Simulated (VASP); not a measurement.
# Ir (I4/mmm) in VASP: notebook

The runs below take Ir through single point, with PBEsol.

All numbers are computed with VASP 6.6.1; they aren't measurements. Logs are shortened: lines on timing, memory, paths and dates and some standing lists are left out, and cuts for length are marked.

## 1. The cell of the first run

The structure is tetragonal, space group I4/mmm (No. 139). The conventional cell has a = 2.647 Å, b = 2.647 Å, c = 3.647 Å, α = 90.00°, β = 90.00°, γ = 90.00°. Within 3.4 Å of Ir (site symmetry 4/mmm) lie 12 Ir at 2.61 to 2.65 Å.

## 2. Single point, PBEsol (strain -0.025 along x and y, -0.050 along z)

File INCAR:

```
ALGO = Normal
EDIFF = 1E-6
ENCUT = 520
GGA = PS
ISIF = 2
ISMEAR = 0
LASPH = T
LCHARG = F
LREAL = F
LWAVE = F
NBANDS = 10
NELM = 60
PREC = Accurate
SIGMA = 0.15
```

File KPOINTS:

```
k-points
0
Gamma
  22 22 22
```

File POSCAR:

```
Ir
1.0
    0.0000000000      1.8717075000      1.8237150000
    1.8717075000      0.0000000000      1.8237150000
    1.8717075000      1.8717075000      0.0000000000
Ir
1
Direct
    0.0000000000      0.0000000000      0.0000000000
```

Potentials or basis: VASP PAW PBE potentials, release 64 (Ir).

Run with:

```sh
$ cat potpaw_PBE.64/Ir/POTCAR > POTCAR
$ mpirun -np 1 vasp_std > vasp.out
```

OUTCAR:

```text
EDIFF = 1E-6
   ENCUT = 520
   GGA = PS
   ISIF = 2
   ISMEAR = 0
   LASPH = T
   LREAL = F
   NELM = 60
   PREC = Accurate

 ion  position               nearest neighbor table
   1  0.000  0.000  0.000-

  LATTYP: Found a body centered tetragonal cell.
 ALAT       =     2.6469941313
 C/A-ratio  =     1.3779516762

  Lattice vectors:

 A1 = (   0.0000000000,  -1.8717075000,  -1.8237150000)
 A2 = (   0.0000000000,   1.8717075000,  -1.8237150000)
 A3 = (   1.8717075000,   0.0000000000,   1.8237150000)

Analysis of symmetry for initial positions (statically):
=====================================================================
 Subroutine PRICEL returns:
 Original cell was already a primitive cell.

 Routine SETGRP: Setting up the symmetry group for a
 body centered tetragonal supercell.

 Subroutine GETGRP returns: Found 16 space group operations
 (whereof 16 operations were pure point group operations)
 out of a pool of 16 trial point group operations.

The static configuration has the point symmetry D_4h.

Analysis of symmetry for dynamics (positions and initial velocities):
=====================================================================
 Subroutine PRICEL returns:
 Original cell was already a primitive cell.

 Routine SETGRP: Setting up the symmetry group for a
 body centered tetragonal supercell.

 Subroutine GETGRP returns: Found 16 space group operations
 (whereof 16 operations were pure point group operations)
 out of a pool of 16 trial point group operations.

The dynamic configuration has the point symmetry D_4h.

 Subroutine INISYM returns: Found 16 space group operations
 (whereof 16 operations are pure point group operations),
 and found     1 'primitive' translations

----------------------------------------------------------------------------------------

                                     Primitive cell

  volume of cell :      12.7780

  direct lattice vectors                    reciprocal lattice vectors
     0.000000000  1.871707500  1.823715000    -0.267135757  0.267135757  0.274165645
     1.871707500  0.000000000  1.823715000     0.267135757 -0.267135757  0.274165645
     1.871707500  1.871707500  0.000000000     0.267135757  0.267135757 -0.274165645

  length of vectors
     2.613278662  2.613278662  2.646994131     0.466786703  0.466786703  0.466786703

  position of ions in fractional coordinates (direct lattice)
     0.000000000  0.000000000  0.000000000

  ion indices of the primitive-cell ions
   primitive index   ion index
                 1           1

----------------------------------------------------------------------------------------

 KPOINTS: k-points

Automatic generation of k-mesh.
 Grid dimensions read from file:
 generate k-points for:   22   22   22

 Generating k-lattice:

  Cartesian coordinates                     Fractional coordinates (reciprocal lattice)
    -0.012142534  0.012142534  0.012462075     0.045454545  0.000000000  0.000000000
     0.012142534 -0.012142534  0.012462075     0.000000000  0.045454545  0.000000000
     0.012142534  0.012142534 -0.012462075     0.000000000  0.000000000  0.045454545

  Length of vectors
     0.021217577  0.021217577  0.021217577

  Shift w.r.t. Gamma in fractional coordinates (k-lattice)
     0.000000000  0.000000000  0.000000000

 Subroutine IBZKPT returns following result:
 ===========================================

 Found    834 irreducible k-points:

 Following reciprocal coordinates:
            Coordinates               Weight
  0.000000  0.000000  0.000000      1.000000
  0.045455  0.000000  0.000000      8.000000
  0.090909  0.000000  0.000000      8.000000
  0.136364 -0.000000  0.000000      8.000000
  0.181818  0.000000  0.000000      8.000000
  0.227273 -0.000000  0.000000      8.000000
[... 16 lines left out ...]
  0.500000  0.045455  0.000000      8.000000
 -0.454545  0.045455  0.000000      8.000000
 [... further k-points ...]
   k-points           NKPTS =    834   k-points in BZ     NKDIM =    834   number of bands    NBANDS=     10
   number of dos      NEDOS =    301   number of ions     NIONS =      1
   total plane-waves  NPLWV =   8000
   dimension x,y,z NGX =    20 NGY =   20 NGZ =   20
   dimension x,y,z NGXF=    40 NGYF=   40 NGZF=   40
   ions per type =               1
   NGX,Y,Z   is equivalent  to a cutoff of  12.72, 12.72, 12.56 a.u.
   NGXF,Y,Z  is equivalent  to a cutoff of  25.45, 25.45, 25.12 a.u.
 SYSTEM =  unknown system
   PREC   = accura    normal or accurate (medium, high low for compatibility)
   ISTART =      0    job   : 0-new  1-cont  2-samecut
   ICHARG =      2    charge: 1-file 2-atom 10-const
   ISPIN  =      1    spin polarized calculation?
   LNONCOLLINEAR =      F non collinear calculations
   LSORBIT =      F    spin-orbit coupling
   LASPH  =      T    aspherical Exc in radial PAW
   ENCUT  =  520.0 eV  38.22 Ry    6.18 a.u.   4.86  4.86  4.92*2*pi/ulx,y,z
   NELM   =     60;   NELMIN=  2; NELMDL= -5     # of ELM steps
   EDIFF  = 0.1E-05   stopping-criterion for ELM
   LREAL  =      F    real-space projection
   EDIFFG = 0.1E-04   stopping-criterion for IOM
   NSW    =      0    number of steps for IOM
   IBRION =     -1    ionic relax: 0-MD 1-quasi-New 2-CG
   NFREE  =      0    steps in history (QN), initial steepest desc. (CG)
   ISIF   =      2    stress and relaxation
   ISYM   =      2    0-nonsym 1-usesym 2-fastsym
   POTIM  = 0.5000    time-step for ionic-motion
   TEBEG  =    0.0;   TEEND  =   0.0 temperature during run
   PSTRESS=    0.0 pullay stress
   NELECT =       9.0000    total number of electrons
   NUPDOWN=      -1.0000    fix difference up-down
   EMIN   =  10.00;   EMAX   =-10.00  energy-range for DOS
   EFERMI =   0.00;   METHOD = LEGACY
   ISMEAR =     0;   SIGMA  =   0.15  broadening in eV -4-tet -1-fermi 0-gaus
   EFERMI_NEDOS =   21; number of points for ismear=-14 and -15
   IALGO  =     38    algorithm
   IMIX   =      4    mixing-type and parameters
     AMIX     =   0.40;   BMIX     =  1.00
     AMIX_MAG =   1.60;   BMIX_MAG =  1.00
  volume/ion in A,a.u.               =      12.78        86.23
  Fermi-wavevector in a.u.,A,eV,Ry     =   1.456581  2.752539 28.866511  2.121629
  Thomas-Fermi vector in A             =   2.573483
   LORBIT       =      0    0 simple, 1 ext, 2 COOP (PROOUT), +10 PAW based schemes
   GGA     = PS    functional components
   LHFCALC =     F    Hartree Fock is set to
   AEXX    =    0.0000 exact exchange contribution
   IVDW    =     0    specifies the selected vdW correction
   LEPSILON=     F    determine dielectric tensor
   LRPA    =     F    only Hartree local field effects (RPA)
 non-spin polarized calculation
 Gauss-broadening in eV      SIGMA  =   0.15
  energy-cutoff  :      520.00
  volume of cell :       12.78
 maximum number of plane-waves:       356
   NGX =  9   NGY =  9   NGZ =  9

 number of electron       9.0000000 magnetization

 Free energy of the ion-electron system (eV)
  ---------------------------------------------------
  ext. energy  EPLUGINS =         0.00000000
  ---------------------------------------------------
  free energy    TOTEN  =        -9.63208574 eV

  energy without entropy =       -9.62181565  energy(sigma->0) =       -9.62695070

 E-fermi :  12.0829     XC(G=0): -14.7051

 val. band max:       12.0825409586   @ k =  -0.4545   0.4091   0.0455
 cond. band min:      12.0838431125   @ k =   0.3636  -0.0000   0.2273
 fundamental gap:      0.0013021539
 Fermi energy:        12.0829304676

 k-point     1 :       0.0000    0.0000    0.0000
  band No.  band energies     occupation
      1      -0.2178      2.00000
      2       7.4321      2.00000
      3       7.4321      2.00000
      4       7.8115      2.00000
      5      10.4752      2.00000
      6      10.9927      2.00000
      7      26.1886      0.00000
      8      32.0535      0.00000
      9      32.0535      0.00000
     10      33.0454      0.00000

 k-point     2 :       0.0455    0.0000    0.0000
  band No.  band energies     occupation
      1      -0.1144      2.00000
      2       7.4061      2.00000
      3       7.4789      2.00000
      4       7.8241      2.00000
      5      10.4463      2.00000
      6      10.9543      2.00000
      7      26.3771      0.00000
      8      31.6896      0.00000
      9      32.2287      0.00000
     10      33.0224      0.00000

 k-point     3 :       0.0909    0.0000    0.0000
  band No.  band energies     occupation
      1       0.1880      2.00000
      2       7.2928      2.00000
      3       7.6064      2.00000
      4       7.9054      2.00000
      5      10.3782      2.00000
      6      10.8555      2.00000
      7      26.9112      0.00000
      8      30.6286      0.00000
      9      32.7439      0.00000
     10      33.4308      0.00000

 k-point     4 :       0.1364   -0.0000    0.0000
  band No.  band energies     occupation
      1       0.6634      2.00000
      2       7.1059      2.00000
      3       7.7717      2.00000
      4       8.0598      2.00000
      5      10.3280      2.00000
      6      10.7474      2.00000
      7      27.6671      0.00000
      8      29.4100      0.00000
      9      33.5699      0.00000
     10      34.2411      0.00000
[... 222 lines left out ...]
 k-point    22 :       0.4545    0.0455    0.0000
  band No.  band energies     occupation
      1       2.9282      2.00000
      2       7.3600      2.00000
      3       7.5887      2.00000
      4      10.0599      2.00000
      5      13.1679      0.00000
      6      13.2429      0.00000
      7      21.1506      0.00000
      8      26.2030      0.00000
      9      32.6817      0.00000
     10      33.5374      0.00000

 k-point    23 :       0.5000    0.0455    0.0000
  band No.  band energies     occupation
      1       2.9112      2.00000
      2       7.2982      2.00000
      3       7.5351      2.00000
      4      10.5858      2.00000
      5      13.3357      0.00000
      6      13.5379      0.00000
      7      20.4621      0.00000
      8      25.9431      0.00000
      9      32.4692      0.00000
     10      32.9089      0.00000

 k-point    24 :      -0.4545    0.0455    0.0000
  band No.  band energies     occupation
      1       2.9163      2.00000
      2       7.2995      2.00000
      3       7.5501      2.00000
      4      10.5109      2.00000
      5      13.1555      0.00000
      6      13.5526      0.00000
      7      20.6347      0.00000
      8      25.9929      0.00000
      9      32.7752      0.00000
     10      32.8131      0.00000

 [... further k-points ...]

------------------------ aborting loop because EDIFF is reached ----------------------------------------

  FORCE on cell =-STRESS in cart. coord.  units (eV):
  Direction    XX          YY          ZZ          XY          YZ          ZX
  --------------------------------------------------------------------------------------
  -------------------------------------------------------------------------------------
  Total        3.5595177      3.5595177      4.5667098      0.0000000     -0.0000000      0.0000000
  in kB      446.3122528    446.3122528    572.5996329      0.0000000     -0.0000000      0.0000000
  external PRESSURE =     488.4080462 kB  Pullay stress =       0.0000000 kB

 VOLUME and BASIS-vectors are now :
 -----------------------------------------------------------------------------
  energy-cutoff  :      520.00
  volume of cell :       12.78
      direct lattice vectors                 reciprocal lattice vectors
     0.000000000  1.871707500  1.823715000    -0.267135757  0.267135757  0.274165645
     1.871707500  0.000000000  1.823715000     0.267135757 -0.267135757  0.274165645
     1.871707500  1.871707500  0.000000000     0.267135757  0.267135757 -0.274165645

 POSITION                                       TOTAL-FORCE (eV/Angst)
 -----------------------------------------------------------------------------------
      0.00000      0.00000      0.00000        -0.000000      0.000000      0.000000
 -----------------------------------------------------------------------------------
    total drift:                                0.000000      0.000000     -0.000000

  FREE ENERGIE OF THE ION-ELECTRON SYSTEM (eV)
  ---------------------------------------------------
  free  energy   TOTEN  =        -9.6320857388 eV

  energy  without entropy=       -9.6218156522  energy(sigma->0) =       -9.62695070
```

Wall time 2.1 min (1 thread of Intel Xeon 8259CL, shared host); peak memory 0.23 GiB.

What came out:

* Free energy: -9.6321 eV
* Pressure: 48.8 GPa
* Band gap on the k mesh: zero (an odd number of electrons rules out a gap without spin polarisation)

Stress tensor (GPa, compression positive):
```
44.63  0.00  0.00
 0.00 44.63  0.00
 0.00  0.00 57.26
```

Levels at points of the mesh, in eV from the Fermi level:
| k point | band 1 | band 2 | band 3 | band 4 | band 5 | band 6 | band 7 | band 8 |
| --- | --- | --- | --- | --- | --- | --- | --- | --- |
| (0.00, 0.00, 0.00) | -12.30 | -4.65 | -4.65 | -4.27 | -1.61 | -1.09 | 14.11 | 19.97 |
| (0.50, 0.00, 0.00) | -9.26 | -4.87 | -4.45 | -1.03 | 1.01 | 1.25 | 8.39 | 13.64 |
| (0.50, 0.50, 0.00) | -9.17 | -8.57 | 1.09 | 1.84 | 1.84 | 2.11 | 11.87 | 11.87 |
| (0.50, 0.00, 0.50) | -9.19 | -8.52 | 1.11 | 1.50 | 1.61 | 2.00 | 11.74 | 12.16 |

Caveat: the cell differs from its parent crystal (strain -0.025 along x and y, -0.050 along z); the cell stands under pressure; the PAW data sets were made with another functional, which shifts forces and pressure a little; spin-orbit coupling is left out, which moves the levels of the heavy elements.

## 3. Single point, PBEsol (strain -0.050 along x and y, +0.025 along z)

File INCAR:

```
PREC = Accurate
ENCUT = 520
EDIFF = 1E-6
ISMEAR = 0
SIGMA = 0.15
LREAL = False
LASPH = True
NELM = 60
ALGO = Fast
ISIF = 2
LWAVE = False
LCHARG = True
GGA = PS
LELF = True
LVHAR = True
NBANDS = 10
```

File KPOINTS:

```
regular mesh
0
Gamma
  22 22 22
```

File POSCAR:

```
Ir
1.0
    0.0000000000      1.8237150000      1.9676925000
    1.8237150000      0.0000000000      1.9676925000
    1.8237150000      1.8237150000      0.0000000000
Ir
1
Direct
    0.0000000000      0.0000000000      0.0000000000
```

Potentials or basis: VASP PAW PBE potentials, release 64 (Ir).

Run with:

```sh
$ cat potpaw_PBE.64/Ir/POTCAR > POTCAR
$ mpirun -np 1 vasp_std > vasp.out
```

Run time: 3.1 min. Hardware: 1 thread of Intel Xeon 8259CL, shared host; peak memory 0.23 GiB.

The run converged. Its results:

```
Free energy            : -9.6460 eV
Pressure               : 36.2 GPa
Band gap on the k mesh : zero (an odd number of electrons rules out a gap without spin polarisation)
```

Stress tensor (GPa, compression positive):
```
48.38  0.00  0.00
 0.00 48.38  0.00
 0.00  0.00 11.81
```

Levels at points of the mesh, in eV from the Fermi level:
```tsv
k point	band 2	band 3	band 4	band 5	band 6	band 7
(0.00, 0.00, 0.00)	-5.08	-3.92	-3.92	-2.11	-0.54	14.28
(0.50, 0.00, 0.00)	-5.03	-3.88	-0.95	0.81	1.36	8.18
(0.50, 0.50, 0.00)	-8.18	0.61	1.21	1.68	1.68	10.18
(0.50, 0.00, 0.50)	-8.20	0.92	1.15	2.29	2.38	11.14
```

Caveat: the cell differs from its parent crystal (strain -0.050 along x and y, +0.025 along z); the cell stands under pressure; the PAW data sets were made with another functional, which shifts forces and pressure a little; spin-orbit coupling is left out, which moves the levels of the heavy elements.

## 4. Single point, PBEsol (strain -0.025 along x and y, +0.000 along z)

File INCAR:

```
SYSTEM = Ir
ALGO = Normal
EDIFF = 1E-6
ENCUT = 520
GGA = PS
ISIF = 2
ISMEAR = 0
LASPH = .TRUE.
LCHARG = .FALSE.
LREAL = .FALSE.
LWAVE = .FALSE.
NBANDS = 10
NELM = 100
PREC = Accurate
SIGMA = 0.15
```

File KPOINTS:

```
k-points
0
G
  22 22 22
  0 0 0
```

File POSCAR:

```
Ir
1.0
    0.0000000000      1.8717075000      1.9197000000
    1.8717075000      0.0000000000      1.9197000000
    1.8717075000      1.8717075000      0.0000000000
Ir
1
Direct
    0.0000000000      0.0000000000      0.0000000000
```

Run with:

```sh
$ cat potpaw_PBE.64/Ir/POTCAR > POTCAR
$ mpirun -np 1 vasp_std > vasp.out
```

Wall time 2.1 min (1 thread of Intel Xeon 8259CL, shared host); peak memory 0.23 GiB.

The run converged. Its results:

```yaml
Free_energy: -9.7751 eV
Pressure: 20.5 GPa
Band_gap_on_the_k_mesh: zero (an odd number of electrons rules out a gap without spin polarisation)
```

Stress tensor (GPa, compression positive):
```
24.19  0.00  0.00
 0.00 24.19  0.00
 0.00  0.00 13.04
```

Levels at points of the mesh, in eV from the Fermi level:
```tsv
k point	band 1	band 2	band 3	band 4	band 5	band 6	band 7	band 8	band 9
(0.00, 0.00, 0.00)	-11.72	-4.42	-4.06	-4.06	-1.49	-1.01	14.25	19.55	20.41
(0.50, 0.00, 0.00)	-8.67	-4.49	-4.11	-0.92	0.93	1.12	7.80	13.76	20.04
(0.50, 0.50, 0.00)	-8.54	-7.90	1.04	1.31	1.63	1.63	10.73	12.25	12.25
(0.50, 0.00, 0.50)	-8.51	-7.92	0.98	1.48	1.85	1.87	11.46	11.62	11.95
```

Caveat: the cell differs from its parent crystal (strain -0.025 along x and y, +0.000 along z); the cell stands under pressure; the PAW data sets were made with another functional, which shifts forces and pressure a little; spin-orbit coupling is left out, which moves the levels of the heavy elements.

## 5. Single point, PBEsol (strain +0.000 along x and y, -0.025 along z)

File INCAR:

```
PREC = Accurate
ENCUT = 520
EDIFF = 1E-6
ISMEAR = 0
SIGMA = 0.15
LREAL = F
LASPH = T
NELM = 80
ALGO = Normal
ISIF = 2
LWAVE = F
LCHARG = F
GGA = PS
NBANDS = 10
```

File KPOINTS:

```
Automatic mesh
0
Gamma
  22 22 22
```

File POSCAR:

```
Ir
1.0
    0.0000000000      1.9197000000      1.8717075000
    1.9197000000      0.0000000000      1.8717075000
    1.9197000000      1.9197000000      0.0000000000
Ir
1
Direct
    0.0000000000      0.0000000000      0.0000000000
```

Run with:

```sh
$ cat potpaw_PBE.64/Ir/POTCAR > POTCAR
$ mpirun -np 1 vasp_std > vasp.out
```

Wall time 1.9 min (1 thread of Intel Xeon 8259CL, shared host); peak memory 0.23 GiB.

Results (log left out):

```
Free energy            : -9.8067 eV
Pressure               : 8.8 GPa
Band gap on the k mesh : zero (an odd number of electrons rules out a gap without spin polarisation)
```

Stress tensor (GPa, compression positive):
```
 5.47  0.00  0.00
 0.00  5.47  0.00
 0.00  0.00 15.45
```

Levels at points of the mesh, in eV from the Fermi level:
```
           k point  band 1  band 2  band 3  band 4  band 5  band 6  band 7  band 8  band 9
(0.00, 0.00, 0.00)  -11.44   -4.13   -4.13   -3.80   -1.43   -0.98   14.31   19.74   19.74
(0.50, 0.00, 0.00)   -8.38   -4.32   -3.95   -0.85    0.88    1.08    7.53   13.82   19.80
(0.50, 0.50, 0.00)   -8.19   -7.64    0.94    1.60    1.60    2.05   11.32   11.50   11.50
(0.50, 0.00, 0.50)   -8.22   -7.60    0.96    1.40    1.49    1.73   10.61   11.82   12.13
```

Caveat: the cell differs from its parent crystal (strain +0.000 along x and y, -0.025 along z); the cell stands under pressure; the PAW data sets were made with another functional, which shifts forces and pressure a little; spin-orbit coupling is left out, which moves the levels of the heavy elements.

## 6. Summary

| cell | gap on the mesh (eV) | pressure (GPa) |
| --- | --- | --- |
| a = 2.613, b = 2.613, c = 2.647 Å, angles 59.6, 59.6, 60.9°, 1 atom | none | 48.8 |
| a = 2.683, b = 2.683, c = 2.579 Å, angles 61.3, 61.3, 57.5°, 1 atom | none | 36.2 |
| a = 2.681, b = 2.681, c = 2.647 Å, angles 60.4, 60.4, 59.2°, 1 atom | none | 20.5 |
| a = 2.681, b = 2.681, c = 2.715 Å, angles 59.6, 59.6, 60.8°, 1 atom | none | 8.8 |

Alike in all rows: task single point; level PBEsol; potentials or basis VASP PAW PBE potentials, release 64 (Ir); no spin polarisation; k mesh 22 × 22 × 22; cutoff (eV) 520; smearing gaussian 0.15 eV.

Caveats: the cell stands under pressure; the PAW data sets were made with another functional, which shifts forces and pressure a little; spin-orbit coupling is left out, which moves the levels of the heavy elements.

Total energies depend on the potentials used, so only differences within one code and one set of settings carry meaning.
